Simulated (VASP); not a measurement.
A run of VASP 6.6.1 is set up as follows.

The input POSCAR:

```
HfO2
1.0
    0.0159843750      2.5575000000      2.5575000000
    2.5575000000      0.0159843750      2.5575000000
    2.5734843750      2.5734843750      0.0000000000
Hf O
1 2
Direct
    0.0000000000      0.0000000000      0.0000000000
    0.2500000000      0.2500000000      0.2500000000
    0.7500000000      0.7500000000      0.7500000000
```

Contents of INCAR.step1:

```
PREC     = Accurate       # precision mode
ENCUT    = 520            # plane-wave cutoff, eV
ISMEAR   = 0              # smearing method
SIGMA    = 0.05           # smearing width, eV
LREAL    = F              # projectors in reciprocal space
LASPH    = T              # aspherical terms in the spheres
NELM     = 60             # most SCF steps
NBANDS   = 18             # bands
GGA      = PE             # functional
ALGO     = Normal         # electronic algorithm
EDIFF    = 1E-4           # SCF threshold, eV
LWAVE    = T              # write WAVECAR
LCHARG   = F              # write CHGCAR
```

File INCAR.step2:

```
PREC     = Accurate       # precision mode
ENCUT    = 520            # plane-wave cutoff, eV
EDIFF    = 1E-7           # SCF threshold, eV
ISMEAR   = 0              # smearing method
SIGMA    = 0.05           # smearing width, eV
LREAL    = F              # projectors in reciprocal space
LASPH    = T              # aspherical terms in the spheres
NELM     = 60             # most SCF steps
ALGO     = Normal         # electronic algorithm
ISIF     = 2              # what is computed and relaxed
LWAVE    = F              # write WAVECAR
LCHARG   = F              # write CHGCAR
METAGGA  = R2SCAN         # meta-GGA
LMIXTAU  = T            
NBANDS   = 18             # bands
ISTART   = 1
```

KPOINTS

```
Automatic mesh
0
Gamma
  8 8 8
```

Potentials or basis: VASP PAW PBE potentials, release 64 (Hf_pv, O).

Command:

```sh
$ cat potpaw_PBE.64/Hf_pv/POTCAR potpaw_PBE.64/O/POTCAR > POTCAR
$ cp INCAR.step1 INCAR
$ mpirun -np 1 vasp_std > vasp.out
$ cp INCAR.step2 INCAR
$ mpirun -np 1 vasp_std > vasp.out
```

Q: Estimate the largest force.

A: 0.061 eV/Å.

Q: What does it give for the pressure?

A: -12.0 GPa.

Q: Predict the band gap on the k mesh.

A: 4.22 eV, direct.

Stress tensor (GPa, compression positive):
```
-12.03  -0.95   0.00
 -0.95 -12.03   0.00
  0.00   0.00 -12.04
```

Caveat: the cell differs from its parent crystal (strain +0.0125 x Voigt [0, 0, 0, 0, 0, 1]); the PAW data sets were made with another functional, which shifts forces and pressure a little; spin-orbit coupling is left out, which moves the levels of the heavy elements. A k mesh can miss the band edges.
